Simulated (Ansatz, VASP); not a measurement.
**One calculation of Si, two programs**

```
CELL_PARAMETERS angstrom
3.62538 0.00000 0.00000
-1.81269 3.13967 0.00000
0.00000 0.00000 10.22097
ATOMIC_POSITIONS crystal
Si 0.33333 0.66667 0.58693
Si 0.66667 0.33333 0.71387
Si 0.33333 0.66667 0.86379
Si 0.00000 0.00000 0.00000
Si 0.66667 0.33333 0.13621
Si 0.33333 0.66667 0.28613
Si 0.66667 0.33333 0.41307
```

Alike in both runs: functional PBE; k mesh 12 × 12 × 4; occupations gaussian, width 0.1 eV; no spin polarisation.

Ansatz relaxed the structure, and its values are those at the end. VASP's run is a single point on that final structure, the one shown.

|  | VASP | Ansatz |
| --- | --- | --- |
| version | VASP 6.6.1 | Ansatz 0.2.0 |
| potentials or method | VASP PAW PBE potentials, release 64 (Si), cutoff 520 eV | scalar-relativistic, plane waves, PAW |
| valence electrons in the cell | 28 | 28 |

```csv
,VASP,Ansatz,Ansatz less VASP
gap on the k mesh at the Fermi level (eV),none,none,-
pressure (GPa),0.0,0.0,+0.05
```

A gap of «none» marks a metal or a gap that the smearing closes.
